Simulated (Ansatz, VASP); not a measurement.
**One calculation of TiC, two programs**

```
Ti C
1.0
     3.03587    0.00000    0.00000
     0.00000    4.29337    0.00000
     0.00000    0.00000   22.58968
Ti C
6 6
Cartesian
  1.5179 2.1467 7.5000
  0.0000 0.0000 9.0179
  1.5179 2.1467 10.5359
  0.0000 0.0000 12.0538
  1.5179 2.1467 13.5717
  0.0000 0.0000 15.0897
  1.5179 0.0000 7.5000
  0.0000 2.1467 9.0179
  1.5179 0.0000 10.5359
  0.0000 2.1467 12.0538
  1.5179 0.0000 13.5717
  0.0000 2.1467 15.0897
```

Alike in both runs: task single point; functional PBEsol; k mesh 11 × 8 × 1; occupations gaussian, width 0.1 eV; no spin polarisation.

|  | VASP | Ansatz |
| --- | --- | --- |
| version | VASP 6.6.1 | Ansatz 0.2.0 |
| potentials or method | VASP PAW PBE potentials, release 64 (Ti_sv, C), cutoff 520 eV | scalar-relativistic, plane waves, PAW |
| valence electrons in the cell | 96 | 96 |

```csv
,VASP,Ansatz,Ansatz less VASP
gap on the k mesh at the Fermi level (eV),none,none,-
rms of the force components (eV/Å),0.717,0.720,+0.0031
```

VASP's potentials were made for PBE, not for PBEsol. A gap of «none» marks a metal or a gap that the smearing closes. The functional is the same, so the differences come from potentials, cutoffs and numerics. Ansatz's warnings: xc potential rough in thin density.
